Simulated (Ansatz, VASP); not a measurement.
# CuO: VASP beside Ansatz

```
CELL_PARAMETERS angstrom
3.17550 0.00000 0.00000
0.00000 3.17550 0.00000
0.00000 0.00000 4.64953
ATOMIC_POSITIONS crystal
Cu 0.00000 0.00000 0.00000
Cu 0.50000 0.50000 0.00000
O 0.50000 0.00000 0.26700
O 0.00000 0.50000 0.73300
```

Alike in both runs: functional PBEsol; k mesh 5 × 5 × 4; occupations fermi-dirac, width 0.05 eV; no spin polarisation.

```csv
,VASP,Ansatz
version,VASP 6.6.1,Ansatz 0.2.0
potentials or method,"VASP PAW PBE potentials, release 64 (Cu, O)",Ansatz PAW
plane-wave cutoff (eV),520,420
valence electrons in the cell,34,50
task,single point,band structure
```

Ansatz gave:

```
gap on the k mesh at the Fermi level (eV)                     : none
pressure (GPa)                                                : 9.9
traceless stress, the component that is largest in VASP (GPa) : -23.37
rms of the force components (eV/Å)                            : 0.535
```

Q: What did VASP give for the same quantities?

A: gap on the k mesh at the Fermi level (eV): none; pressure (GPa): 10.5; traceless stress, the component that is largest in VASP (GPa): -23.59; rms of the force components (eV/Å): 0.501.

VASP's potentials were made for PBE, not for PBEsol. Atom by atom the forces differ by 0.034 eV/Å (rms over components). A gap of «none» marks a metal or a gap that the smearing closes. VASP's potentials hold 34 valence electrons a cell and Ansatz's 50, so a difference there can come from the potentials and not from the codes.

The k mesh is coarse, so the values compare programs but aren't converged.
